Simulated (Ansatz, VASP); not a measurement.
# Two plane-wave programs on SnGe2

```
Sn Ge
1.0
     4.09044    0.00000    0.00000
     0.00000    4.09044    0.00000
     0.00000    0.00000    4.38948
Sn Ge
1 2
Direct
  0.00000 0.00000 0.75403
  0.00000 0.50000 0.25432
  0.50000 0.00000 0.25432
```

Alike in both runs: functional PBE; k mesh 5 × 5 × 4; occupations gaussian, width 0.2 eV; no spin polarisation.

Ansatz relaxed the structure, and its values are those at the end. VASP's run is a single point on that final structure, the one shown.

|  | VASP | Ansatz |
| --- | --- | --- |
| version | VASP 6.6.1 | Ansatz 0.2.0 |
| potentials or method | VASP PAW PBE potentials, release 64 (Sn_d, Ge_d), cutoff 520 eV | scalar-relativistic, plane waves, PAW |
| valence electrons in the cell | 42 | 42 |

```tsv
	VASP	Ansatz	Ansatz less VASP
gap on the k mesh at the Fermi level (eV)	none	none	-
pressure (GPa)	0.0	0.0	-0.01
```

A gap of «none» marks a metal or a gap that the smearing closes.
